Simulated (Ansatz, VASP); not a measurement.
## Two plane-wave programs on Zn7S8

```
CELL_PARAMETERS angstrom
0.00000 0.00000 6.30464
-3.84407 -6.65812 0.00000
7.68813 0.00000 0.00000
ATOMIC_POSITIONS crystal
Zn 0.99760 0.17002 0.33501
Zn 0.99760 0.66499 0.82998
Zn 0.99760 0.66499 0.33501
Zn 0.50385 0.33020 0.16040
Zn 0.50385 0.33020 0.66980
Zn 0.49846 0.83333 0.16667
Zn 0.50385 0.83960 0.66980
S 0.37554 0.16667 0.83333
S 0.37453 0.16773 0.33387
S 0.37453 0.66613 0.83227
S 0.37453 0.66613 0.33387
S 0.87442 0.33452 0.16903
S 0.87442 0.33452 0.66548
S 0.87455 0.83333 0.16667
S 0.87442 0.83097 0.66548
```

Change from the starting cell: Zn vacancy (site b), charge +0, atoms relaxed at the host's cell.

Alike in both runs: functional PBE; k mesh 2 × 2 × 2; occupations gaussian, width 0.01 eV; collinear spin.

Ansatz relaxed the structure, and its values are those at the end. VASP's run is a single point on that final structure, the one shown.

|  | VASP | Ansatz |
| --- | --- | --- |
| version | VASP 6.6.1 | Ansatz 0.2.0 |
| potentials or method | VASP PAW PBE potentials, release 64 (Zn, S), cutoff 520 eV | scalar-relativistic, plane waves, PAW |
| valence electrons in the cell | 132 | 132 |

```csv
,VASP,Ansatz,Ansatz less VASP
gap on the k mesh at the Fermi level (eV),none,none,-
rms of the force components (eV/Å),0.011,0.008,-0.0026
net moment per atom (μB),0.08,0.08,0.000
size of the moment on the site where the two differ most (μB),0.22,0.22,+0.001
```

Site moments also hang on the region over which each program counts them. A gap of «none» marks a metal or a gap that the smearing closes. With one functional, cell and mesh, what is left measures potentials, basis and numerics.

The k mesh is coarse, so the values compare programs but aren't converged.
